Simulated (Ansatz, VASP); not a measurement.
This is a calculation of TePb for VASP 6.6.1.

File INCAR:

```
SYSTEM = TePb
ALGO = Normal
EDIFF = 1E-7
EDIFFG = -0.01
ENCUT = 600
GGA = PE
IBRION = 2
ISIF = 3
ISMEAR = -1
LASPH = .True.
LCHARG = .False.
LREAL = .False.
LWAVE = .False.
NELM = 60
NSW = 80
PREC = Accurate
SIGMA = 0.05
```

The input KPOINTS:

```
k-points
0
Gamma
  5 5 5
  0 0 0
```

The input POSCAR:

```
TePb
1.0
    0.0000000000      3.2310000000      3.2310000000
    3.2310000000      0.0000000000      3.2310000000
    3.2310000000      3.2310000000      0.0000000000
Pb Te
1 1
Direct
    0.0000000000      0.0000000000      0.0000000000
    0.5000000000      0.5000000000      0.5000000000
```

Potentials or basis: VASP PAW PBE potentials, release 64 (Pb_d, Te).

Launch:

```bash
$ cat potpaw_PBE.64/Pb_d/POTCAR potpaw_PBE.64/Te/POTCAR > POTCAR
$ mpirun -np 1 vasp_std > vasp.out
```

Set up the same calculation for Ansatz 0.2.0. Potentials there: all-electron LAPW, scalar-relativistic.

As run (the cutoff follows the program's own potentials):

Contents of input.yaml:

```yaml
crystal:
  lattice:
    - [0.0, 3.231, 3.231]
    - [3.231, 0.0, 3.231]
    - [3.231, 3.231, 0.0]
  atoms:
    - { symbol: Pb, position: [0.0, 0.0, 0.0] }
    - { symbol: Te, position: [0.5, 0.5, 0.5] }
kpoints:
  mp_grid: { grid: [5, 5, 5] }
scf:
  occupations: { method: fermi_dirac, width: 0.05 }
hamiltonian:
  xc: pbe
  pseudopotentials: { kind: all_electron, lapw: { basis_error: 0.001 } }
output:
  forces: true
  stress: true
relax:
  f_tol: 0.01
  max_steps: 60
  cell: {}
```

Potentials or basis: all-electron LAPW, scalar-relativistic.

Command:

```sh
$ ansatz run input.yaml --threads 1 --pin off --max-ram 3072MiB --backend cpu --events-out ev --progress --plain --runs-dir out
```

Both were run:

|  | VASP | Ansatz | Ansatz less VASP |
| --- | --- | --- | --- |
| relaxed volume (Å³/atom) | 35.41 | 35.49 | +0.073 |
| relaxed cell length with the largest relative difference (Å) | 4.644 | 4.647 | +0.0032 |

Ansatz ran all-electron here, and VASP with PAW potentials.

Spin-orbit coupling is off throughout.
